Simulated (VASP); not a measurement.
Crystal: Be.

```xyz
2
Lattice="2.2684 0.0000 0.0000 -1.1342 1.9645 0.0000 0.0000 0.0000 3.5522" Properties=species:S:1:pos:R:3 pbc="T T T"
Be    0.0000    1.3097    0.8881
Be    1.1342    0.6548    2.6642
```

Base run:

| Item | Value |
| --- | --- |
| Program | VASP 6.6.1 |
| Functional | LDA |
| Potentials or basis | VASP PAW LDA potentials, release 64 (Be) |
| Cutoff | 520 eV |
| k mesh | 20 × 20 × 11 |
| Occupations | fermi-dirac, width 0.05 eV |
| Spin | no spin polarisation |

Its results: band gap on the k mesh zero (bands 2 and 3 overlap by 1.42 eV); pressure -5.3 GPa.

Question: The run is repeated on the same cell with these changes: functional from LDA to PBE; potentials or basis from VASP PAW LDA potentials, release 64 (Be) to VASP PAW PBE potentials, release 64 (Be). What comes out?

Answer: Band gap on the k mesh zero (bands 2 and 3 overlap by 1.43 eV); pressure 0.1 GPa.

Caveats: the cell stands under tension (at least some runs).
